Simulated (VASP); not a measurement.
Runs of VASP 6.6.1 on CdSe. It takes space group F-43m (No. 216, cubic). The conventional cell has a = 6.136 Å, b = 6.136 Å, c = 6.136 Å, α = 90.00°, β = 90.00°, γ = 90.00°. Within 3.5 Å of Cd (site symmetry -43m) lie 4 Se at 2.66 Å. Se (site symmetry -43m) has 4 Cd at 2.66 Å within 3.5 Å. 

```csv
level,k mesh,share of exact exchange,screening parameter,gap on the mesh (eV),pressure (GPa)
PBE-based screened hybrid with 30 % exact exchange,4 × 4 × 4,0.3,0.2078 1/Å,(a),0.3
PBE-based screened hybrid with 20 % exact exchange,4 × 4 × 4,0.2,0.1 1/Å,(b),0.6
HSE06,5 × 5 × 5,0.25,0.2079 1/Å,1.49,0.4
r2SCAN50,4 × 4 × 4,0.5,-,3.98,-1.2
```

Alike in all rows: task single point; potentials or basis VASP PAW PBE potentials, release 64 (Cd, Se); no spin polarisation; cell as given; cutoff (eV) 520; smearing gaussian 0.01 eV.

**Question.** Estimate the missing entries.

**Answer.** (a) 1.71; (b) 1.55.

Caveats: some runs use coarse meshes; the structure was generated, so it needn't be the stable form of CdSe; the PAW data sets were made with another functional, which shifts forces and pressure a little.

A k mesh can miss the band edges, and the runs leave out spin-orbit coupling on Cd, Se.
